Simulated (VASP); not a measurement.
# TiTe2 (P-3m1) in VASP: single point with PBE

Aim: the single point of TiTe2 with PBE.

Program: VASP 6.6.1. These are calculated values, not measurements. Logs are shortened: lines on timing, memory, paths and dates and some standing lists are left out, and cuts for length are marked.

### 1 The cell of the first run

It takes space group P-3m1 (No. 164, trigonal). Conventional cell: a = 3.769 Å, b = 3.769 Å, c = 6.898 Å, α = 90.00°, β = 90.00°, γ = 120.00°. Ti (site symmetry -3m) has 6 Te at 2.78 Å and 6 Ti at 3.77 Å within 3.8 Å. Te (site symmetry 3m) has 3 Ti at 2.78 Å and 6 Te at 3.77 Å within 3.8 Å.

### 2 Single point, PBE, non-collinear spin, zero start, spin-orbit coupling

Contents of INCAR:

```
SYSTEM = TiTe2
ALGO     = Normal         ! electronic algorithm
EDIFF    = 1E-6           ! SCF threshold, eV
ENCUT    = 520            ! plane-wave cutoff, eV
GGA      = PE             ! functional
GGA_COMPAT= .False.      
ISIF     = 2              ! what is computed and relaxed
ISMEAR   = 0              ! smearing method
KPAR     = 4            
LASPH    = .True.         ! aspherical terms in the spheres
LCHARG   = .False.        ! write CHGCAR
LMAXMIX  = 4              ! l up to which the mixer works
LNONCOLLINEAR= .True.         ! non-collinear magnetism
LORBIT   = 11             ! projections on sites
LORBMOM  = .True.       
LREAL    = .False.        ! projectors in reciprocal space
LSORBIT  = .True.         ! spin-orbit coupling
LWAVE    = .False.        ! write WAVECAR
MAGMOM   = 0 0 0 0 0 0 0 0 0 ! initial moments
NBANDS   = 37             ! bands
NELM     = 150            ! most SCF steps
PREC     = Accurate       ! precision mode
SIGMA    = 0.1            ! smearing width, eV
```

Contents of KPOINTS:

```
k-points
0
Gamma
  12 12 8
  0 0 0
```

Contents of POSCAR:

```
TiTe2
1.0
    3.7690233819     -0.0000000029      0.0000000000
   -1.8845116884      3.2640699976      0.0000000000
    0.0000000000      0.0000000000      6.8976564415
Ti Te
1 2
Direct
    0.0000000000      0.0000000000      0.0000000000
    0.6666666667      0.3333333333      0.2508710822
    0.3333333333      0.6666666667      0.7491289178
```

Potentials or basis: VASP PAW PBE potentials, release 64 (Ti_sv, Te).

The run is started by

```
> cat potpaw_PBE.64/Ti_sv/POTCAR potpaw_PBE.64/Te/POTCAR > POTCAR
> mpirun -np 4 vasp_ncl > vasp.out
```

OUTCAR:

```text
SYSTEM = TiTe2
   EDIFF = 1E-6
   ENCUT = 520
   GGA = PE
   ISIF = 2
   ISMEAR = 0
   LASPH = .True.
   LNONCOLLINEAR = .True.
   LORBIT = 11
   LREAL = .False.
   LSORBIT = .True.
   NELM = 150
   PREC = Accurate

 ion  position               nearest neighbor table
   1  0.000  0.000  0.000-   2 2.78   3 2.78   3 2.78   2 2.78   2 2.78   3 2.78
   2  0.667  0.333  0.251-   1 2.78   1 2.78   1 2.78
   3  0.333  0.667  0.749-   1 2.78   1 2.78   1 2.78

  LATTYP: Found a hexagonal cell.
 ALAT       =     3.7690233819
 C/A-ratio  =     1.8300911782

  Lattice vectors:

 A1 = (   3.7690233819,  -0.0000000029,   0.0000000000)
 A2 = (  -1.8845116884,   3.2640699976,   0.0000000000)
 A3 = (   0.0000000000,   0.0000000000,   6.8976564415)

Analysis of symmetry for initial positions (statically):
=====================================================================
 Subroutine PRICEL returns:
 Original cell was already a primitive cell.

 Routine SETGRP: Setting up the symmetry group for a
 hexagonal supercell.

 Subroutine GETGRP returns: Found 12 space group operations
 (whereof 12 operations were pure point group operations)
 out of a pool of 24 trial point group operations.

The static configuration has the point symmetry D_3d.

Analysis of symmetry for dynamics (positions and initial velocities):
=====================================================================
 Subroutine PRICEL returns:
 Original cell was already a primitive cell.

 Routine SETGRP: Setting up the symmetry group for a
 hexagonal supercell.

 Subroutine GETGRP returns: Found 12 space group operations
 (whereof 12 operations were pure point group operations)
 out of a pool of 24 trial point group operations.

The dynamic configuration has the point symmetry D_3d.

Analysis of structural, dynamic, and magnetic symmetry:
=====================================================================
 Subroutine PRICEL returns:
 Original cell was already a primitive cell.

 Routine SETGRP: Setting up the symmetry group for a
 hexagonal supercell.

 Subroutine GETGRP returns: Found 12 space group operations
 (whereof 12 operations were pure point group operations)
 out of a pool of 24 trial point group operations.

The overall configuration has the point symmetry D_3d.

 Subroutine INISYM returns: Found 12 space group operations
 (whereof 12 operations are pure point group operations),
 and found     1 'primitive' translations

----------------------------------------------------------------------------------------

                                     Primitive cell

  volume of cell :      84.8574

  direct lattice vectors                    reciprocal lattice vectors
     3.769023382 -0.000000003  0.000000000     0.265320721  0.153182989  0.000000000
    -1.884511688  3.264069998  0.000000000     0.000000000  0.306365979  0.000000000
     0.000000000  0.000000000  6.897656441     0.000000000  0.000000000  0.144976777

  length of vectors
     3.769023382  3.769023382  6.897656441     0.306365979  0.306365979  0.144976777

  position of ions in fractional coordinates (direct lattice)
     0.000000000  0.000000000  0.000000000
     0.666666667  0.333333333  0.250871082
     0.333333333  0.666666667  0.749128918

  ion indices of the primitive-cell ions
   primitive index   ion index
                 1           1
                 2           2
                 3           3

----------------------------------------------------------------------------------------

 KPOINTS: k-points

Automatic generation of k-mesh.
 Grid dimensions read from file:
 generate k-points for:   12   12    8

 Generating k-lattice:

[... 94 lines left out ...]
  volume of cell :       84.86
 maximum number of plane-waves:      4614
   NGX = 13   NGY = 13   NGZ = 25

 number of electron      24.0000001 magnetization       0.0000000      0.0000000      0.0000000

 number of electron      24.0000001 magnetization       0.0000000     -0.0000000     -0.0000000

 number of electron      24.0000001 magnetization       0.0000000      0.0000000     -0.0000000

 Free energy of the ion-electron system (eV)
  ---------------------------------------------------
  ext. energy  EPLUGINS =         0.00000000
  ---------------------------------------------------
  free energy    TOTEN  =       -16.44339067 eV

  energy without entropy =      -16.43780144  energy(sigma->0) =      -16.44059606

 E-fermi :   6.1829     XC(G=0):  -9.5440

 val. band max:        6.1781832812   @ k =   0.4167   0.0000   0.0000
 cond. band min:       6.1944069145   @ k =   0.1667   0.0000   0.0000
 fundamental gap:      0.0162236334
 Fermi energy:         6.1829406800

 k-point     1 :       0.0000    0.0000    0.0000
  band No.  band energies     occupation
      1     -51.3386      1.00000
      2     -51.3386      1.00000
      3     -28.0131      1.00000
      4     -28.0131      1.00000
      5     -27.3758      1.00000
      6     -27.3758      1.00000
[... 925 lines left out ...]
     35      12.5328      0.00000
     36      12.5399      0.00000

 [... further k-points ...]

 [bands above 36 left out]

------------------------ aborting loop because EDIFF is reached ----------------------------------------

  FORCE on cell =-STRESS in cart. coord.  units (eV):
  Direction    XX          YY          ZZ          XY          YZ          ZX
  --------------------------------------------------------------------------------------
  -------------------------------------------------------------------------------------
  Total        0.0637365      0.0637365      0.0393865      0.0000000      0.0000000     -0.0000000
  in kB        1.2033976      1.2033976      0.7436497      0.0000000      0.0000000     -0.0000000
  external PRESSURE =       1.0501483 kB  Pullay stress =       0.0000000 kB

 VOLUME and BASIS-vectors are now :
 -----------------------------------------------------------------------------
  energy-cutoff  :      520.00
  volume of cell :       84.86
      direct lattice vectors                 reciprocal lattice vectors
     3.769023382 -0.000000003  0.000000000     0.265320721  0.153182989  0.000000000
    -1.884511688  3.264069998  0.000000000     0.000000000  0.306365979  0.000000000
     0.000000000  0.000000000  6.897656441     0.000000000  0.000000000  0.144976777

 POSITION                                       TOTAL-FORCE (eV/Angst)
 -----------------------------------------------------------------------------------
      0.00000      0.00000      0.00000         0.000000      0.000000      0.000000
      1.88451      1.08802      1.73042        -0.000000      0.000000      0.019784
      0.00000      2.17605      5.16723         0.000000     -0.000000     -0.019784
 -----------------------------------------------------------------------------------
    total drift:                               -0.000000      0.000000      0.000000

  FREE ENERGIE OF THE ION-ELECTRON SYSTEM (eV)
  ---------------------------------------------------
  free  energy   TOTEN  =       -16.4433906737 eV

  energy  without entropy=      -16.4378014437  energy(sigma->0) =      -16.44059606

 orbital moment (x)

 # of ion     p       d       tot
 ----------------------------------------
  1         0.000   0.000   0.000
  2        -0.000  -0.000  -0.000
  3        -0.000  -0.000  -0.000
 ----------------------------------------
           -0.000  -0.000  -0.000

 orbital moment (y)

 # of ion     p       d       tot
 ----------------------------------------
  1        -0.000   0.000   0.000
  2         0.000  -0.000  -0.000
  3        -0.000  -0.000  -0.000
 ----------------------------------------
           -0.000   0.000   0.000

 orbital moment (z)

 # of ion     p       d       tot
 ----------------------------------------
  1         0.000  -0.000  -0.000
  2         0.000   0.000   0.000
  3         0.000   0.000   0.000
 ----------------------------------------
            0.000  -0.000  -0.000

 Spin-Orbit-Coupling matrix elements

 Ion:    1  E_soc:     -0.0144835
 l=   1
     0.0000000    -0.0018737    -0.0018440
    -0.0018737     0.0000000    -0.0018737
    -0.0018440    -0.0018737     0.0000000
 l=   2
     0.0000000    -0.0001521     0.0000000    -0.0001521    -0.0003268
    -0.0001521     0.0000000    -0.0002598    -0.0001957    -0.0001521
     0.0000000    -0.0002598     0.0000000    -0.0002598     0.0000000
    -0.0001521    -0.0001957    -0.0002598     0.0000000    -0.0001521
    -0.0003268    -0.0001521     0.0000000    -0.0001521     0.0000000
 l=   3
     0.0000000     0.0000000     0.0000000     0.0000000     0.0000000     0.0000000     0.0000000
     0.0000000     0.0000000     0.0000000     0.0000000     0.0000000     0.0000000     0.0000000
     0.0000000     0.0000000     0.0000000     0.0000000     0.0000000     0.0000000     0.0000000
     0.0000000     0.0000000     0.0000000     0.0000000     0.0000000     0.0000000     0.0000000
[... 29 lines left out ...]
 l=   2
     0.0000000    -0.0000160     0.0000000    -0.0000160    -0.0000860
    -0.0000160     0.0000000    -0.0000180     0.0000216    -0.0000160
     0.0000000    -0.0000180     0.0000000    -0.0000180     0.0000000
    -0.0000160     0.0000216    -0.0000180     0.0000000    -0.0000160
    -0.0000860    -0.0000160     0.0000000    -0.0000160     0.0000000
 l=   3
     0.0000000     0.0000000     0.0000000     0.0000000     0.0000000     0.0000000     0.0000000
     0.0000000     0.0000000     0.0000000     0.0000000     0.0000000     0.0000000     0.0000000
     0.0000000     0.0000000     0.0000000     0.0000000     0.0000000     0.0000000     0.0000000
     0.0000000     0.0000000     0.0000000     0.0000000     0.0000000     0.0000000     0.0000000
     0.0000000     0.0000000     0.0000000     0.0000000     0.0000000     0.0000000     0.0000000
     0.0000000     0.0000000     0.0000000     0.0000000     0.0000000     0.0000000     0.0000000
     0.0000000     0.0000000     0.0000000     0.0000000     0.0000000     0.0000000     0.0000000

 total charge

# of ion       s       p       d       tot
------------------------------------------
    1        2.167   6.119   1.859  10.145
    2        1.383   1.995   0.035   3.413
    3        1.383   1.995   0.035   3.413
--------------------------------------------------
tot          4.933  10.108   1.930  16.971

 magnetization (x)

# of ion       s       p       d       tot
------------------------------------------
    1        0.000  -0.000  -0.000  -0.000
    2        0.000   0.000   0.000   0.000
    3        0.000   0.000   0.000   0.000
--------------------------------------------------
tot          0.000  -0.000   0.000   0.000

 magnetization (y)

# of ion       s       p       d       tot
------------------------------------------
    1        0.000   0.000   0.000   0.000
    2        0.000  -0.000   0.000  -0.000
    3        0.000  -0.000   0.000  -0.000
--------------------------------------------------
tot          0.000  -0.000   0.000  -0.000

 magnetization (z)

# of ion       s       p       d       tot
------------------------------------------
    1        0.000   0.000   0.000   0.000
    2        0.000   0.000   0.000   0.000
    3        0.000   0.000   0.000   0.000
--------------------------------------------------
tot          0.000   0.000   0.000   0.000
```

Wall time 8.9 min (4 MPI ranks of Oxide Virtual Turin-like, shared host); peak memory 0.78 GiB.

What came out:

* Free energy: -16.4434 eV
* Pressure: 0.1 GPa
* Largest force: 0.020 eV/Å
* Net moment: 0.00 μB per cell
* Valence electrons inside the program's atomic spheres: Ti 10.14; Te 3.41

Forces in eV/Å, atoms in the order of the input:
```
Ti   0.000  0.000  0.000
Te   0.000  0.000  0.020
Te   0.000  0.000 -0.020
```

Moments on the atoms (μB; x, y, z):
```
Ti  0.00 0.00 0.00
Te  0.00 0.00 0.00
Te  0.00 0.00 0.00
```

Caveat: this functional lacks dispersion, which binds layers or chains, so the pressure and a relaxed spacing across them are unreliable.
